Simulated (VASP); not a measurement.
## MnAs: single point with PBE

MnAs:

```
Mn As
1.0
     3.65526    0.00000    0.00000
    -1.82763    3.16555    0.00000
     0.00000    0.00000    5.50361
Mn As
2 2
Cartesian
  0.0000 0.0000 0.0000
  0.0000 0.0000 2.7518
  0.0000 2.1104 1.3759
  1.8276 1.0552 4.1277
```

```yaml
Program: VASP 6.6.1
Task: single point
Functional: PBE
Potentials_or_basis: VASP PAW PBE potentials, release 64 (Mn_pv, As)
Cutoff: 520 eV
k_mesh: 12 × 12 × 8
Occupations: gaussian, width 0.05 eV
Spin: collinear spin, ferromagnetic start
Starting_moments: "[3.5, 3.5, 0.0, 0.0] μB"
```

```json
{
  "Pressure": "0.1 GPa",
  "Net moment": "5.68 μB per cell",
  "Site moments": "Mn +2.91; As -0.12 μB",
  "Valence electrons inside the program's atomic spheres": "Mn 11.68; As 2.81"
}
```

Levels at points of the mesh, in eV from the Fermi level:
Spin up:
| k point | band 17 | band 18 | band 19 | band 20 | band 21 | band 22 | band 23 | band 24 | band 25 | band 26 |
| --- | --- | --- | --- | --- | --- | --- | --- | --- | --- | --- |
| (0.00, 0.00, 0.00) | -1.59 | -1.59 | -0.06 | 0.61 | 0.61 | 1.80 | 3.19 | 3.19 | 3.88 | 5.87 |
| (0.50, 0.00, 0.00) | -2.04 | -2.00 | -1.92 | -1.64 | -1.42 | -0.18 | 1.45 | 3.58 | 5.04 | 5.06 |
| (0.00, 0.00, 0.50) | -2.44 | -2.44 | -0.77 | -0.77 | 2.31 | 2.31 | 2.31 | 2.31 | 5.80 | 5.80 |
| (0.50, 0.00, 0.50) | -2.13 | -2.13 | -1.78 | -1.78 | 0.65 | 0.65 | 1.69 | 1.69 | 4.49 | 4.49 |
Spin down:
```csv
k point,band 12,band 13,band 14,band 15,band 16,band 17,band 18,band 19
"(0.00, 0.00, 0.00)",-1.40,-0.37,-0.37,-0.15,-0.15,0.57,0.57,1.24
"(0.50, 0.00, 0.00)",-3.33,-2.97,-2.21,-1.60,0.56,0.63,0.69,0.71
"(0.00, 0.00, 0.50)",-2.24,-2.24,-2.24,0.24,0.24,0.24,0.24,0.76
"(0.50, 0.00, 0.50)",-2.63,-2.44,-2.44,-0.20,-0.20,0.83,0.83,0.97
```

It took 2.1 min on 1 thread of Intel(R) Xeon(R) 6975P-C (Granite Rapids), with other jobs on the host, peak memory 0.39 GiB.

Caveat: only a ferromagnetic start was run, and an antiferromagnetic order may lie lower in energy.
